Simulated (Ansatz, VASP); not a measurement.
This is a calculation of Ga for VASP 6.6.1.

Contents of INCAR:

```
SYSTEM = Ga
PREC     = Accurate       ! precision mode
ENCUT    = 600            ! plane-wave cutoff, eV
EDIFF    = 1E-6           ! SCF threshold, eV
ISMEAR   = -1             ! smearing method
SIGMA    = 0.05           ! smearing width, eV
LREAL    = .FALSE.        ! projectors in reciprocal space
LASPH    = .TRUE.         ! aspherical terms in the spheres
NELM     = 80             ! most SCF steps
ALGO     = Fast           ! electronic algorithm
ISIF     = 3              ! what is computed and relaxed
LWAVE    = .FALSE.        ! write WAVECAR
LCHARG   = .FALSE.        ! write CHGCAR
GGA      = PE             ! functional
IVDW     = 13             ! dispersion correction
IBRION   = 2              ! ionic algorithm
NSW      = 60             ! ionic steps
EDIFFG   = -0.01          ! ionic threshold
```

Contents of KPOINTS:

```
regular mesh
0
G
  10 8 7
  0 0 0
```

File POSCAR:

```
Ga
1.0
    2.7784220849      0.0000000000      0.0000000000
    0.0000000000      3.2816087900      0.0000000000
   -1.3434310986      0.0000000000      3.9902731763
Ga
2
Direct
    0.1345962700      0.7500000000      0.7701668300
    0.8654037300      0.2500000000      0.2298331700
```

Potentials or basis: VASP PAW PBE potentials, release 64 (Ga_d).

Launch:

```bash
$ cat potpaw_PBE.64/Ga_d/POTCAR > POTCAR
$ mpirun -np 1 vasp_std > vasp.out
```

Q: Translate it to Ansatz 0.2.0. Potentials there: Ansatz PAW.

A: As run (the cutoff follows the program's own potentials):

File input.yaml:

```yaml
crystal:
  lattice:
    - [2.7784220849, 0.0, 0.0]
    - [0.0, 3.28160879, 0.0]
    - [-1.3434310986, 0.0, 3.9902731763]
  atoms:
    - { symbol: Ga, position: [0.13459627, 0.75, 0.77016683] }
    - { symbol: Ga, position: [0.86540373, 0.25, 0.22983317] }
hamiltonian:
  xc: pbe
  pseudopotentials: { kind: paw }
  dispersion: d4
kpoints:
  mp_grid: { grid: [10, 8, 7] }
scf:
  occupations: { method: fermi_dirac, width: 0.05 }
output:
  forces: true
  stress: true
  eigenvalues: true
relax:
  f_tol: 0.01
  max_steps: 40
  cell: { stress_tol: 0.05 }
```

Potentials or basis: Ansatz PAW.

Command:

```bash
$ ansatz run input.yaml --threads 2 --pin off --max-ram 5632MiB --backend cpu --events-out ev --progress --plain --runs-dir out
```

Both were run:

|  | VASP | Ansatz | Ansatz less VASP |
| --- | --- | --- | --- |
| gap on the k mesh at the Fermi level, each at its own relaxed structure (eV) | none | none | - |
| relaxed volume (Å³/atom) | 17.88 | 17.84 | -0.039 |
| relaxed cell length with the largest relative difference (Å) | 2.768 | 2.765 | -0.0035 |

A gap of «none» marks a metal or a gap that the smearing closes.

Noted on Ansatz's run: the plane-wave basis is chosen anew once the cell has moved, so the energies of steps on either side of that aren't comparable.
